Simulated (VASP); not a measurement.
A run of VASP 6.6.1:

The input INCAR:

```
SYSTEM = FePt
PREC     = Accurate       ! precision mode
ENCUT    = 520            ! plane-wave cutoff, eV
EDIFF    = 1E-7           ! SCF threshold, eV
ISMEAR   = 0              ! smearing method
SIGMA    = 0.05           ! smearing width, eV
LREAL    = .False.        ! projectors in reciprocal space
LASPH    = .True.         ! aspherical terms in the spheres
NELM     = 150            ! most SCF steps
ALGO     = Fast           ! electronic algorithm
ISIF     = 2              ! what is computed and relaxed
LWAVE    = .False.        ! write WAVECAR
LCHARG   = .False.        ! write CHGCAR
ISPIN    = 2              ! spin polarisation
MAGMOM   = 3.2 0          ! initial moments
LORBIT   = 11             ! projections on sites
LMAXMIX  = 4              ! l up to which the mixer works
GGA      = PE             ! functional
NBANDS   = 20             ! bands
```

File KPOINTS:

```
Automatic mesh
0
Gamma
  12 12 10
  0 0 0
```

The input POSCAR:

```
FePt
1.0
    2.6800947396      0.0000000000      0.0000000000
    0.0000000000      2.6800947396      0.0000000000
    0.0000000000      0.0000000000      3.6914592136
Fe Pt
1 1
Direct
    0.5000000000      0.5000000000      0.5000000000
    0.0000000000      0.0000000000      0.0000000000
```

Potentials or basis: VASP PAW PBE potentials, release 64 (Fe, Pt).

The run is started by

```bash
$ cat potpaw_PBE.64/Fe/POTCAR potpaw_PBE.64/Pt/POTCAR > POTCAR
$ mpirun -np 1 vasp_std > vasp.out
```

Hardware: 1 thread of Intel(R) Xeon(R) 6975P-C (Granite Rapids), with other jobs on the host.

Q: How long does it take, and how much memory?

A: Wall time 68 s on 1 thread of Intel(R) Xeon(R) 6975P-C (Granite Rapids) (shared host), peak memory 0.25 GiB. Counts: scf iterations 17, k points 168.
